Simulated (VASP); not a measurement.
# ZnO (zincite) (P6_3mc) in VASP: a series of runs

Runs on ZnO (zincite). Level: PBE. Tasks: single point.

Program: VASP 6.6.1. These are calculated values, not measurements. Logs are shortened: lines on timing, memory, paths and dates and some standing lists are left out, and cuts for length are marked.

## 1. The cell of the first run

It takes space group P6_3mc (No. 186, hexagonal). The conventional cell has a = 3.160 Å, b = 3.160 Å, c = 5.063 Å, α = 90.00°, β = 90.00°, γ = 120.00°. Within 2.5 Å of Zn (site symmetry 3m) lie 4 O at 1.92 Å. O (site symmetry 3m) has 4 Zn at 1.92 Å within 2.5 Å.

## 2. Single point, PBE

File INCAR:

```
SYSTEM = ZnO
PREC = Accurate
ENCUT = 520
EDIFF = 1E-6
ISMEAR = 0
SIGMA = 0.01
LREAL = .False.
LASPH = .True.
NELM = 60
ALGO = Normal
ISIF = 2
LWAVE = .False.
LCHARG = .True.
GGA = PE
LELF = .True.
LVHAR = .True.
NBANDS = 26
```

File KPOINTS:

```
Automatic mesh
0
Gamma
  12 12 4
  0 0 0
```

File POSCAR:

```
ZnO
1.0
    3.1602406537      0.0000000000      0.0000000000
   -1.5801203269      2.7368484230      0.0000000000
    0.0000000000      0.0000000000      5.0630144059
Zn O
2 2
Direct
    0.3333333333      0.6666666667      0.5000000000
    0.6666666667      0.3333333333      0.0000000000
    0.6666666667      0.3333333333      0.3790100000
    0.3333333333      0.6666666667      0.8790100000
```

Potentials or basis: VASP PAW PBE potentials, release 64 (Zn, O).

Started as:

```bash
cat potpaw_PBE.64/Zn/POTCAR potpaw_PBE.64/O/POTCAR > POTCAR
mpirun -np 1 vasp_std > vasp.out
```

OUTCAR:

```text
SYSTEM = ZnO
   PREC = Accurate
   ENCUT = 520
   EDIFF = 1E-6
   ISMEAR = 0
   LREAL = .False.
   LASPH = .True.
   NELM = 60
   ISIF = 2
   GGA = PE

 ion  position               nearest neighbor table
   1  0.333  0.667  0.500-   4 1.92   3 1.92   3 1.92   3 1.92
   2  0.667  0.333  0.000-   3 1.92   4 1.92   4 1.92   4 1.92
   3  0.667  0.333  0.379-   2 1.92   1 1.92   1 1.92   1 1.92
   4  0.333  0.667  0.879-   1 1.92   2 1.92   2 1.92   2 1.92

  LATTYP: Found a hexagonal cell.
 ALAT       =     3.1602406537
 C/A-ratio  =     1.6020977390

  Lattice vectors:

 A1 = (   3.1602406537,   0.0000000000,   0.0000000000)
 A2 = (  -1.5801203269,   2.7368484230,   0.0000000000)
 A3 = (   0.0000000000,   0.0000000000,   5.0630144059)

Analysis of symmetry for initial positions (statically):
=====================================================================
 Subroutine PRICEL returns:
 Original cell was already a primitive cell.

 Routine SETGRP: Setting up the symmetry group for a
 hexagonal supercell.

 Subroutine GETGRP returns: Found 12 space group operations
 (whereof  6 operations were pure point group operations)
 out of a pool of 24 trial point group operations.

The static configuration has the point symmetry C_3v.
 The point group associated with its full space group is C_6v.

Analysis of symmetry for dynamics (positions and initial velocities):
=====================================================================
 Subroutine PRICEL returns:
 Original cell was already a primitive cell.

 Routine SETGRP: Setting up the symmetry group for a
 hexagonal supercell.

 Subroutine GETGRP returns: Found 12 space group operations
 (whereof  6 operations were pure point group operations)
 out of a pool of 24 trial point group operations.

The dynamic configuration has the point symmetry C_3v.
 The point group associated with its full space group is C_6v.

 Subroutine INISYM returns: Found 12 space group operations
 (whereof  6 operations are pure point group operations),
 and found     1 'primitive' translations

----------------------------------------------------------------------------------------

                                     Primitive cell

  volume of cell :      43.7905

  direct lattice vectors                    reciprocal lattice vectors
     3.160240654  0.000000000  0.000000000     0.316431598  0.182691886  0.000000000
    -1.580120327  2.736848423  0.000000000     0.000000000  0.365383772  0.000000000
     0.000000000  0.000000000  5.063014406     0.000000000  0.000000000  0.197510795

  length of vectors
     3.160240654  3.160240424  5.063014406     0.365383745  0.365383772  0.197510795

  position of ions in fractional coordinates (direct lattice)
     0.333333333  0.666666667  0.500000000
     0.666666667  0.333333333  0.000000000
     0.666666667  0.333333333  0.379010000
     0.333333333  0.666666667  0.879010000

  ion indices of the primitive-cell ions
   primitive index   ion index
                 1           1
                 2           2
                 3           3
                 4           4

----------------------------------------------------------------------------------------

 KPOINTS: Automatic mesh

Automatic generation of k-mesh.
 Grid dimensions read from file:
 generate k-points for:   12   12    4

 Generating k-lattice:

  Cartesian coordinates                     Fractional coordinates (reciprocal lattice)
     0.026369300  0.015224324  0.000000000     0.083333333  0.000000000  0.000000000
     0.000000000  0.030448648  0.000000000     0.000000000  0.083333333  0.000000000
     0.000000000  0.000000000  0.049377699     0.000000000  0.000000000  0.250000000

  Length of vectors
     0.030448645  0.030448648  0.049377699

  Shift w.r.t. Gamma in fractional coordinates (k-lattice)
     0.000000000  0.000000000  0.000000000

 Subroutine IBZKPT returns following result:
 ===========================================

 Found     57 irreducible k-points:

 Following reciprocal coordinates:
            Coordinates               Weight
  0.000000  0.000000  0.000000      1.000000
  0.083333 -0.000000  0.000000      6.000000
  0.166667 -0.000000  0.000000      6.000000
  0.250000 -0.000000  0.000000      6.000000
  0.333333 -0.000000  0.000000      6.000000
  0.416667 -0.000000  0.000000      6.000000
[... 16 lines left out ...]
  0.250000 -0.000000  0.250000     12.000000
  0.333333 -0.000000  0.250000     12.000000
 [... further k-points ...]
   k-points           NKPTS =     57   k-points in BZ     NKDIM =     57   number of bands    NBANDS=     26
   number of dos      NEDOS =    301   number of ions     NIONS =      4
   total plane-waves  NPLWV =  23040
   dimension x,y,z NGX =    24 NGY =   24 NGZ =   40
   dimension x,y,z NGXF=    48 NGYF=   48 NGZF=   80
   ions per type =               2   2
   NGX,Y,Z   is equivalent  to a cutoff of  12.63, 12.63, 13.13 a.u.
   NGXF,Y,Z  is equivalent  to a cutoff of  25.25, 25.25, 26.27 a.u.
 SYSTEM =  ZnO
   PREC   = accura    normal or accurate (medium, high low for compatibility)
   ISTART =      0    job   : 0-new  1-cont  2-samecut
   ICHARG =      2    charge: 1-file 2-atom 10-const
   ISPIN  =      1    spin polarized calculation?
   LNONCOLLINEAR =      F non collinear calculations
   LSORBIT =      F    spin-orbit coupling
   LASPH  =      T    aspherical Exc in radial PAW
   ENCUT  =  520.0 eV  38.22 Ry    6.18 a.u.   5.88  5.88  9.41*2*pi/ulx,y,z
   NELM   =     60;   NELMIN=  2; NELMDL= -5     # of ELM steps
   EDIFF  = 0.1E-05   stopping-criterion for ELM
   LREAL  =      F    real-space projection
   EDIFFG = 0.1E-04   stopping-criterion for IOM
   NSW    =      0    number of steps for IOM
   IBRION =     -1    ionic relax: 0-MD 1-quasi-New 2-CG
   NFREE  =      0    steps in history (QN), initial steepest desc. (CG)
   ISIF   =      2    stress and relaxation
   ISYM   =      2    0-nonsym 1-usesym 2-fastsym
   POTIM  = 0.5000    time-step for ionic-motion
   TEBEG  =    0.0;   TEEND  =   0.0 temperature during run
   PSTRESS=    0.0 pullay stress
   NELECT =      36.0000    total number of electrons
   NUPDOWN=      -1.0000    fix difference up-down
   EMIN   =  10.00;   EMAX   =-10.00  energy-range for DOS
   EFERMI =   0.00;   METHOD = LEGACY
   ISMEAR =     0;   SIGMA  =   0.01  broadening in eV -4-tet -1-fermi 0-gaus
   EFERMI_NEDOS =   21; number of points for ismear=-14 and -15
   IALGO  =     38    algorithm
   IMIX   =      4    mixing-type and parameters
     AMIX     =   0.40;   BMIX     =  1.00
     AMIX_MAG =   1.60;   BMIX_MAG =  1.00
  volume/ion in A,a.u.               =      10.95        73.88
  Fermi-wavevector in a.u.,A,eV,Ry     =   1.533613  2.898107 32.000458  2.351967
  Thomas-Fermi vector in A             =   2.640655
   LORBIT       =      0    0 simple, 1 ext, 2 COOP (PROOUT), +10 PAW based schemes
   GGA     = PE    functional components
   LHFCALC =     F    Hartree Fock is set to
   AEXX    =    0.0000 exact exchange contribution
   IVDW    =     0    specifies the selected vdW correction
   LEPSILON=     F    determine dielectric tensor
   LRPA    =     F    only Hartree local field effects (RPA)
 non-spin polarized calculation
 Gauss-broadening in eV      SIGMA  =   0.01
  energy-cutoff  :      520.00
  volume of cell :       43.79
 maximum number of plane-waves:      1194
 NGX is ok and might be reduce to    24
   NGX = 11   NGY = 11   NGZ = 19

 number of electron      35.9999969 magnetization

 Free energy of the ion-electron system (eV)
  ---------------------------------------------------
  ext. energy  EPLUGINS =         0.00000000
  ---------------------------------------------------
  free energy    TOTEN  =       -17.50582398 eV

  energy without entropy =      -17.50582398  energy(sigma->0) =      -17.50582398

 E-fermi :   2.0839     XC(G=0): -11.3646

 val. band max:        2.0023640740   @ k =   0.0000   0.0000   0.0000
 cond. band min:       2.9133847063   @ k =   0.0000   0.0000   0.0000
 fundamental gap:      0.9110206323
 Fermi energy:         2.0838807147

 k-point     1 :       0.0000    0.0000    0.0000
  band No.  band energies     occupation
      1     -16.8067      2.00000
      2     -15.9377      2.00000
      3      -4.3159      2.00000
      4      -4.1399      2.00000
      5      -4.1399      2.00000
      6      -4.0889      2.00000
[... 18 lines left out ...]
     25      16.6925      0.00000
     26      16.6925      0.00000

 k-point     2 :       0.0833   -0.0000    0.0000
  band No.  band energies     occupation
      1     -16.7616      2.00000
      2     -15.9181      2.00000
      3      -4.2635      2.00000
      4      -4.1874      2.00000
      5      -4.1147      2.00000
      6      -4.0588      2.00000
[... 18 lines left out ...]
     25      16.7835      0.00000
     26      16.8049      0.00000

 k-point     3 :       0.1667   -0.0000    0.0000
  band No.  band energies     occupation
      1     -16.6347      2.00000
      2     -15.8656      2.00000
      3      -4.3504      2.00000
      4      -4.0776      2.00000
      5      -4.0483      2.00000
      6      -4.0155      2.00000
[... 18 lines left out ...]
     25      16.6254      0.00000
     26      16.9189      0.00000

 k-point     4 :       0.2500   -0.0000    0.0000
  band No.  band energies     occupation
      1     -16.4499      2.00000
      2     -15.7993      2.00000
      3      -4.4909      2.00000
      4      -4.0852      2.00000
      5      -3.9665      2.00000
      6      -3.8807      2.00000
[... 18 lines left out ...]
     25      15.8363      0.00000
     26      16.7472      0.00000

 k-point     5 :       0.3333   -0.0000    0.0000
  band No.  band energies     occupation
      1     -16.2454      2.00000
      2     -15.7457      2.00000
      3      -4.5691      2.00000
      4      -4.1567      2.00000
      5      -3.8998      2.00000
      6      -3.7309      2.00000
[... 18 lines left out ...]
     25      15.8597      0.00000
     26      16.6735      0.00000

 k-point     6 :       0.4167   -0.0000    0.0000
  band No.  band energies     occupation
      1     -16.0712      2.00000
      2     -15.7258      2.00000
      3      -4.5467      2.00000
      4      -4.2559      2.00000
      5      -3.8623      2.00000
      6      -3.5935      2.00000
[... 427 lines left out ...]
 k-point    21 :       0.0833   -0.0000    0.2500
  band No.  band energies     occupation
      1     -16.6441      2.00000
      2     -16.0478      2.00000
      3      -4.4406      2.00000
      4      -4.2912      2.00000
      5      -4.0952      2.00000
      6      -4.0851      2.00000
[... 18 lines left out ...]
     25      15.7592      0.00000
     26      16.3085      0.00000

 k-point    22 :       0.1667   -0.0000    0.2500
  band No.  band energies     occupation
      1     -16.5259      2.00000
      2     -15.9818      2.00000
      3      -4.4565      2.00000
      4      -4.3718      2.00000
      5      -4.0233      2.00000
      6      -4.0072      2.00000
[... 18 lines left out ...]
     25      15.5879      0.00000
     26      16.4329      0.00000

 k-point    23 :       0.2500   -0.0000    0.2500
  band No.  band energies     occupation
      1     -16.3554      2.00000
      2     -15.8948      2.00000
      3      -4.5749      2.00000
      4      -4.3894      2.00000
      5      -3.9307      2.00000
      6      -3.8994      2.00000
[... 18 lines left out ...]
     25      15.8366      0.00000
     26      16.4512      0.00000

 k-point    24 :       0.3333   -0.0000    0.2500
  band No.  band energies     occupation
      1     -16.1697      2.00000
      2     -15.8156      2.00000
      3      -4.6544      2.00000
      4      -4.4309      2.00000
      5      -3.8488      2.00000
      6      -3.7691      2.00000
[... 18 lines left out ...]
     25      15.9123      0.00000
     26      16.4950      0.00000

 [... further k-points ...]
[... 5 lines left out ...]
  --------------------------------------------------------------------------------------
  -------------------------------------------------------------------------------------
  Total        5.6472761      5.6472750      6.2670319     -0.0000000      0.0000000      0.0000000
  in kB      206.6186585    206.6186184    229.2938587     -0.0000000      0.0000000      0.0000000
  external PRESSURE =     214.1770452 kB  Pullay stress =       0.0000000 kB

 VOLUME and BASIS-vectors are now :
 -----------------------------------------------------------------------------
  energy-cutoff  :      520.00
  volume of cell :       43.79
      direct lattice vectors                 reciprocal lattice vectors
     3.160240654  0.000000000  0.000000000     0.316431598  0.182691886  0.000000000
    -1.580120327  2.736848423  0.000000000     0.000000000  0.365383772  0.000000000
     0.000000000  0.000000000  5.063014406     0.000000000  0.000000000  0.197510795

 POSITION                                       TOTAL-FORCE (eV/Angst)
 -----------------------------------------------------------------------------------
     -0.00000      1.82457      2.53151         0.000000      0.000000     -0.106555
      1.58012      0.91228      0.00000        -0.000000      0.000000     -0.106555
      1.58012      0.91228      1.91893        -0.000000     -0.000000      0.106555
     -0.00000      1.82457      4.45044         0.000000      0.000000      0.106555
 -----------------------------------------------------------------------------------
    total drift:                                0.000000      0.000000      0.000984

  FREE ENERGIE OF THE ION-ELECTRON SYSTEM (eV)
  ---------------------------------------------------
  free  energy   TOTEN  =       -17.5058239801 eV

  energy  without entropy=      -17.5058239801  energy(sigma->0) =      -17.50582398
```

It used 51 s of CPU time on 1 thread of AMD EPYC 7R13 Processor (Zen 3) (shared host).

What came out:

| Item | Value |
| --- | --- |
| Free energy | -17.5058 eV |
| Pressure | 21.4 GPa |
| Largest force | 0.107 eV/Å |
| Band gap on the k mesh | 0.91 eV, direct |

Forces on the atoms (eV/Å):
```
Zn   0.000  0.000 -0.107
Zn   0.000  0.000 -0.107
O    0.000  0.000  0.107
O    0.000  0.000  0.107
```

Levels at points of the mesh, in eV from the valence-band top:
| k point | band 15 | band 16 | band 17 | band 18 | band 19 | band 20 | band 21 | band 22 |
| --- | --- | --- | --- | --- | --- | --- | --- | --- |
| (0.00, 0.00, 0.00) | -0.91 | -0.10 | 0.00 | 0.00 | 0.91 | 5.52 | 8.54 | 13.27 |
| (0.50, 0.00, 0.00) | -3.07 | -2.57 | -1.41 | -0.94 | 6.13 | 6.96 | 7.71 | 9.04 |
| (0.00, 0.00, 0.50) | -0.45 | -0.45 | -0.45 | -0.45 | 3.65 | 3.65 | 10.45 | 10.45 |
| (0.50, 0.00, 0.50) | -1.69 | -1.69 | -1.51 | -1.51 | 5.85 | 5.85 | 8.90 | 8.90 |

Expect the measured gap to be larger: semilocal functionals such as PBE lack the derivative discontinuity.

## 3. Single point, PBE

This run uses another cell than the first one, of 11.26 Å³/atom, 1.029 times its volume.

File INCAR:

```
PREC = Accurate ; ENCUT = 520
EDIFF = 1E-7 ; ISMEAR = 0
SIGMA = 0.01 ; LREAL = False
LASPH = True ; NELM = 100
ALGO = Normal ; ISIF = 2
LWAVE = False ; LCHARG = False
GGA = PE ; NBANDS = 26
```

File KPOINTS:

```
Automatic mesh
0
Gamma
  12 12 4
```

File POSCAR:

```
ZnO
1.0
    3.1904840287      0.0000000000      0.0000000000
   -1.5952420144      2.7630399515      0.0000000000
    0.0000000000      0.0000000000      5.1114672486
Zn O
2 2
Direct
    0.3333333333      0.6666666667      0.5000000000
    0.6666666667      0.3333333333      0.0000000000
    0.6666666667      0.3333333333      0.3790100000
    0.3333333333      0.6666666667      0.8790100000
```

Potentials or basis: VASP PAW PBE potentials, release 64 (Zn, O).

Started as:

```bash
cat potpaw_PBE.64/Zn/POTCAR potpaw_PBE.64/O/POTCAR > POTCAR
mpirun -np 1 vasp_std > vasp.out
```

It took 65 s on 1 thread of AMD EPYC 7R13 (Zen 3), shared host; peak memory 0.16 GiB.

It converged, with:

```
Free energy            : -17.6529 eV
Pressure               : 15.5 GPa
Largest force          : 0.095 eV/Å
Band gap on the k mesh : 0.87 eV, direct
```

Forces on the atoms (eV/Å):
```
Zn   0.000  0.000 -0.095
Zn   0.000  0.000 -0.095
O    0.000  0.000  0.095
O    0.000  0.000  0.095
```

Stress tensor (GPa, compression positive):
```
14.85  0.00  0.00
 0.00 14.85  0.00
 0.00  0.00 16.91
```

Levels at points of the mesh, in eV from the valence-band top:
| k point | band 15 | band 16 | band 17 | band 18 | band 19 | band 20 | band 21 | band 22 |
| --- | --- | --- | --- | --- | --- | --- | --- | --- |
| (0.00, 0.00, 0.00) | -0.88 | -0.09 | 0.00 | 0.00 | 0.87 | 5.41 | 8.45 | 13.13 |
| (0.50, 0.00, 0.00) | -2.98 | -2.47 | -1.37 | -0.90 | 6.01 | 6.92 | 7.68 | 8.85 |
| (0.00, 0.00, 0.50) | -0.43 | -0.43 | -0.43 | -0.43 | 3.59 | 3.59 | 10.34 | 10.34 |
| (0.50, 0.00, 0.50) | -1.63 | -1.63 | -1.45 | -1.45 | 5.81 | 5.81 | 8.74 | 8.74 |
